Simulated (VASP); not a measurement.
Set up this calculation in VASP 6.6.1, as the native input.

| Property | Result |
| --- | --- |
| Task | single point |
| Functional | PBEsol |
| Potentials or basis | VASP PAW PBE potentials, release 64 (Ti_sv, Si) |
| Cutoff | 520 eV |
| k mesh | 2 × 2 × 2, shifted |
| Occupations | fermi-dirac, width 0.05 eV |
| Spin | no spin polarisation |
| Dipole correction | no |
| Further INCAR settings | LREAL = Auto; ALGO = Normal; EDIFF = 1e-07; NBANDS = 144 |

The structure of TiSi2 lies in POSCAR:

```
TiSi2
1.0
   -3.5170495929      0.0000000000     -7.1112303616
    5.2755743893      6.6741239618      0.0000000000
    5.2755743893     -6.6741239618      0.0000000000
Ti Si
12 24
Direct
    0.1247269396      0.8267059989      0.6144111707
    0.6294483194      0.6552563100      0.4563079525
    0.1441190832      0.1634415566      0.9545155657
    0.6402927157      0.9975439829      0.7880295945
    0.1286753422      0.4932304824      0.2847470907
    0.6289832803      0.3281875031      0.1111539257
    0.3839781390      0.7158542414      0.9149329531
    0.8889240931      0.5416975298      0.7250847439
    0.3936095243      0.0350151686      0.2494566456
    0.8831000658      0.8809277927      0.0791875148
    0.3789659261      0.3694099904      0.5654501011
    0.8895493014      0.2220523582      0.4000656835
    0.1452762669      0.1819517289      0.2716739162
    0.6473962684      1.0016703954      0.1180296309
    0.1331845478      0.4834439158      0.6066208308
    0.6351740515      0.3329914864      0.4529114946
    0.1432449728      0.8289966057      0.9508777701
    0.6167470011      0.6703217827      0.7708802985
    0.3928965675      0.3705207771      0.2358656515
    0.8838289129      0.2141962343      0.0636961828
    0.3723695993      0.6975559313      0.5740351510
    0.8802376919      0.5374668101      0.3903570162
    0.3805832271      0.0291691608      0.9073969303
    0.8847522412      0.8635250929      0.7606329375
    0.1372725886      0.4699853958      0.9616235522
    0.6392123119      0.3170924636      0.8027615969
    0.1257859687      0.8083117924      0.2967414321
    0.6328158098      0.6437398611      0.1312871378
    0.1362189032      0.1539823245      0.6362339307
    0.6515056839      0.9832198313      0.4780807270
    0.3785585423      0.0521361035      0.5530090299
    0.8627604069      0.8902895495      0.3853581129
    0.3726488758      0.3877562710      0.8808317695
    0.8678727430      0.2320242966      0.7092640089
    0.3727738894      0.7096206759      0.2315597321
    0.8865226802      0.5740120150      0.0529013764
```

This cell differs from its parent crystal: dynamics (nvt langevin) at 450 K, volume x 1.0, from the last frame before.

One way to write it, as run:

INCAR

```
PREC     = Accurate       # precision mode
ENCUT    = 520            # plane-wave cutoff, eV
EDIFF    = 1E-7           # SCF threshold, eV
ISMEAR   = -1             # smearing method
SIGMA    = 0.05           # smearing width, eV
LREAL    = Auto         
LASPH    = T              # aspherical terms in the spheres
NELM     = 60             # most SCF steps
ALGO     = Normal         # electronic algorithm
ISIF     = 2              # what is computed and relaxed
LWAVE    = F              # write WAVECAR
LCHARG   = T              # write CHGCAR
GGA      = PS             # functional
LELF     = T              # ELF
LVHAR    = T            
NBANDS   = 144            # bands
```

KPOINTS

```
Automatic mesh
0
Gamma
  2 2 2
  0.5 0.5 0.5
```

Potentials or basis: VASP PAW PBE potentials, release 64 (Ti_sv, Si).

Command:

```bash
$ cat potpaw_PBE.64/Ti_sv/POTCAR potpaw_PBE.64/Si/POTCAR > POTCAR
$ mpirun -np 1 vasp_std > vasp.out
```

It gave:

```yaml
Pressure: 1.3 GPa
Largest_force: 1.803 eV/Å
Band_gap_on_the_k_mesh: zero (bands 120 and 121 overlap by 0.12 eV)
```

Caveat: the k points lie up to 0.44 Å⁻¹ apart; the atoms stand as in a frame of molecular dynamics; the PAW data sets were made with another functional, which shifts forces and pressure a little.

Wall time 8.1 min on 1 thread of Intel(R) Xeon(R) Platinum 8488C (Sapphire Rapids), on a shared host, peak memory 0.61 GiB.
